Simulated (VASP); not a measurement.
Ca3Lu: single point with PBE

Crystal: Ca3Lu.

```xyz
4
Lattice="5.3973 0.0000 0.0000 0.0000 5.3973 0.0000 0.0000 0.0000 5.3973" Properties=species:S:1:pos:R:3 pbc="T T T"
Ca    2.6986    0.0000    0.0000
Ca    0.0000    2.6986    0.0000
Ca    0.0000    0.0000    2.6986
Lu    2.6986    2.6986    2.6986
```

```yaml
Program: VASP 6.6.1
Task: single point
Functional: PBE
Potentials_or_basis: VASP PAW PBE potentials, release 64 (Ca_sv, Lu)
Cutoff: 520 eV
k_mesh: 5 × 5 × 5
Occupations: fermi-dirac, width 0.05 eV
Spin: no spin polarisation
Dipole_correction: no
Further_INCAR_settings: ALGO = Normal; EDIFF = 1e-06; NBANDS = 36
```

```json
{
  "Pressure": "-0.4 GPa"
}
```

Levels at points of the mesh, in eV from the Fermi level:
```tsv
k point	band 23	band 24	band 25	band 26	band 27	band 28	band 29	band 30	band 31	band 32
(0.00, 0.00, 0.00)	-6.09	-4.53	-0.83	-0.83	-0.75	0.22	0.22	0.22	1.05	1.05
```

It took 82 s on 1 thread of AMD EPYC 7R43 64-Core Processor (Zen 3) (shared host), peak memory 0.23 GiB.

Caveat: spin-orbit coupling is left out, which moves the levels of the heavy elements.
